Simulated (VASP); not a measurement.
A run of VASP 6.6.1 is set up as follows.

INCAR

```
SYSTEM = TiO2
PREC = Accurate
ENCUT = 600
EDIFF = 1E-7
ISMEAR = 0
SIGMA = 0.01
LREAL = .FALSE.
LASPH = .TRUE.
NELM = 120
ALGO = Normal
ISIF = 3
LWAVE = .FALSE.
LCHARG = .FALSE.
GGA = PS
IBRION = 2
NSW = 80
EDIFFG = -0.01
GGA_COMPAT = .FALSE.
NELMIN = 4
```

The input KPOINTS:

```
regular mesh
0
G
  6 6 6
  0 0 0
```

Contents of POSCAR:

```
TiO2
1.0
   -1.8921000000      1.8921000000      4.7573000000
    1.8921000000     -1.8921000000      4.7573000000
    1.8921000000      1.8921000000     -4.7573000000
Ti O
2 4
Direct
    0.0000000000      1.0000000000      0.0000000000
    0.7500000000      0.2500000000      0.5000000000
    0.2081000000      0.2081000000      0.0000000000
    0.7919000000      0.7919000000      0.0000000000
   -0.0419000000      0.4581000000      0.5000000000
    0.5419000000      1.0419000000      0.5000000000
```

Potentials or basis: VASP PAW PBE potentials, release 64 (Ti_sv, O).

Command:

```console
$ cat potpaw_PBE.64/Ti_sv/POTCAR potpaw_PBE.64/O/POTCAR > POTCAR
$ mpirun -np 1 vasp_std > vasp.out
```

Question: What does it give for the relaxed volume?

Answer: 11.34 Å³/atom.

Question: Predict the band gap on the k mesh.

Answer: 2.13 eV (least direct gap 2.43 eV).

Final structure:
```
Ti O
1.0
    -1.88608    1.88608    4.77999
     1.88608   -1.88608    4.77999
     1.88608    1.88608   -4.77999
Ti O
2 4
Direct
  0.00000 0.00000 0.00000
  0.75000 0.25000 0.50000
  0.20755 0.20755 0.00000
  0.79245 0.79245 0.00000
  0.95755 0.45755 0.50000
  0.54245 0.04245 0.50000
```

Caveat: the PAW data sets were made with another functional, which shifts forces and pressure a little. A k mesh can miss the band edges.
